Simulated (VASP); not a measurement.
Wanted: the native input for a VASP 6.6.1 run.

- Task: single point
- Functional: LDA
- Potentials or basis: VASP PAW LDA potentials, release 64 (C)
- Cutoff: 520 eV
- k mesh: 8 × 8 × 8
- Occupations: gaussian, width 0.05 eV
- Spin: no spin polarisation
- Dipole correction: no
- Further INCAR settings: ALGO = Normal; EDIFF = 1e-06; NBANDS = 26

The structure of C lies in POSCAR:

```
C
1.0
   -2.3818280974      2.3841648237      2.3940778127
    2.4309070186     -2.3788862135      2.4378781237
    2.3644048439      2.3614629600     -2.3887992026
C
8
Direct
    0.3555023168      0.1069882393     -0.0732169470
    0.6664604178      0.6127761930      0.7704530380
    0.0603916118      0.3468409054      0.0443529001
   -0.1290354162     -0.0807620063      0.2161781084
   -0.0505623513      0.6623652772     -0.0341826477
    0.3443928710      0.2899539108      0.3888031044
    0.6871152841      0.0511140105     -0.0118310848
    0.0657352660      0.0107234700      0.6994435285
```

This cell differs from its parent crystal: atoms moved at random and the cell strained at random.

One way to write it, as run:

INCAR

```
PREC     = Accurate       # precision mode
ENCUT    = 520            # plane-wave cutoff, eV
EDIFF    = 1E-6           # SCF threshold, eV
ISMEAR   = 0              # smearing method
SIGMA    = 0.05           # smearing width, eV
LREAL    = F              # projectors in reciprocal space
LASPH    = T              # aspherical terms in the spheres
NELM     = 60             # most SCF steps
ALGO     = Normal         # electronic algorithm
ISIF     = 2              # what is computed and relaxed
LWAVE    = F              # write WAVECAR
LCHARG   = F              # write CHGCAR
GGA      = CA             # functional
NBANDS   = 26             # bands
```

KPOINTS

```
regular mesh
0
Gamma
  8 8 8
```

Potentials or basis: VASP PAW LDA potentials, release 64 (C).

The run is started by

```bash
$ cat potpaw_LDA.64/C/POTCAR > POTCAR
$ mpirun -np 1 vasp_std > vasp.out
```

Results of the run:

| Quantity | Value |
| --- | --- |
| Pressure | 83.4 GPa |
| Largest force | 33.785 eV/Å |
| Band gap on the k mesh | zero (bands 16 and 17 overlap by 0.17 eV) |

Caveat: the cell differs from its parent crystal (atoms moved at random and the cell strained at random); the stress differs along the axes, from 11 to 174 GPa; forces of over 1 eV/Å act on the atoms, so gaps and moduli don't describe the material at rest.

Wall time 5.9 min on 1 thread of Intel Xeon 8259CL, on a shared host, peak memory 0.33 GiB.
